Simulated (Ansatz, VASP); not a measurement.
## Two plane-wave programs on In3Se

The input INCAR:

```
PREC = Accurate ; ENCUT = 600
EDIFF = 1E-6 ; ISMEAR = 0
SIGMA = 0.1 ; LREAL = False
LASPH = True ; NELM = 80
ALGO = Normal ; ISIF = 3
LWAVE = False ; LCHARG = False
GGA = PS ; IBRION = 2
NSW = 80 ; EDIFFG = -0.01
```

KPOINTS

```
Automatic mesh
0
Gamma
  10 10 10
```

File POSCAR:

```
In3Se
1.0
    4.8037580000      0.0000000000      0.0000000000
    0.0000000000      4.8037580000      0.0000000000
    0.0000000000      0.0000000000      4.8037580000
In Se
3 1
Direct
    0.0000000000      0.5000000000      0.5000000000
    0.5000000000      0.0000000000      0.5000000000
    0.5000000000      0.5000000000      0.0000000000
    0.0000000000      0.0000000000      0.0000000000
```

Input for Ansatz:

```yaml
crystal:
  lattice:
    - [4.803758, 0.0, 0.0]
    - [0.0, 4.803758, 0.0]
    - [0.0, 0.0, 4.803758]
  atoms:
    - { symbol: In, position: [0.0, 0.5, 0.5] }
    - { symbol: In, position: [0.5, 0.0, 0.5] }
    - { symbol: In, position: [0.5, 0.5, 0.0] }
    - { symbol: Se, position: [0.0, 0.0, 0.0] }
basis:
  ecutwfc: 420
kpoints:
  mp_grid: { grid: [10, 10, 10] }
hamiltonian:
  xc: pbesol
scf:
  occupations: { method: gaussian, width: 0.1 }
output:
  forces: true
  stress: true
  eigenvalues: true
relax:
  adjacent_minimum: "off"
  f_tol: 0.01
  max_steps: 60
  cell: { stress_tol: 0.05 }
```

Alike in both runs: task relaxation of cell and atoms; functional PBEsol; k mesh 10 × 10 × 10; occupations gaussian, width 0.1 eV; no spin polarisation.

|  | VASP | Ansatz |
| --- | --- | --- |
| version | VASP 6.6.1 | Ansatz 0.2.0 |
| potentials or method | VASP PAW PBE potentials, release 64 (In_d, Se), cutoff 600 eV | scalar-relativistic, plane waves, PAW |
| valence electrons in the cell | 45 | 55 |

Ansatz gave:

```
gap on the k mesh at the Fermi level, each at its own relaxed structure (eV)  : none
relaxed volume (Å³/atom)                                                      : 25.44
relaxed length of the cell vector where the two differ most in proportion (Å) : 4.668
```

Estimate VASP's values.

gap on the k mesh at the Fermi level, each at its own relaxed structure (eV): none; relaxed volume (Å³/atom): 25.48; relaxed length of the cell vector where the two differ most in proportion (Å): 4.671.

VASP's potentials were made for PBE, not for PBEsol. A gap of «none» marks a metal or a gap that the smearing closes. VASP's potentials hold 45 valence electrons a cell and Ansatz's 55, so a difference there can come from the potentials and not from the codes.
